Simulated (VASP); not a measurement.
A run of VASP 6.6.1 is set up as follows.

The input INCAR:

```
PREC = Accurate
ENCUT = 520
EDIFF = 1E-6
ISMEAR = -1
SIGMA = 0.05
LREAL = False
LASPH = True
NELM = 150
ALGO = Normal
ISIF = 2
LWAVE = False
LCHARG = False
ISPIN = 2
MAGMOM = 1 1 1
LORBIT = 11
LMAXMIX = 4
GGA = PE
NBANDS = 32
```

KPOINTS

```
regular mesh
0
Gamma
  9 9 12
```

File POSCAR:

```
Ru
1.0
    4.2687776615      0.0000000000      0.0000000000
   -2.1343888307      3.6968698980      0.0000000000
    0.0000000000      0.0000000000      2.6819785197
Ru
3
Direct
    1.0000000000      1.0000000000      0.0000000000
    0.3333333333      0.6666666667      0.5000000000
    0.6666666667      0.3333333333      0.5000000000
```

Potentials or basis: VASP PAW PBE potentials, release 64 (Ru_pv).

The run is started by

```bash
$ cat potpaw_PBE.64/Ru_pv/POTCAR > POTCAR
$ mpirun -np 1 vasp_std > vasp.out
```

(1) Estimate the net moment.

(2) Estimate the band gap on the k mesh.

## Answers

(1) 0.00 μB per cell.

(2) zero (filled and empty bands overlap).
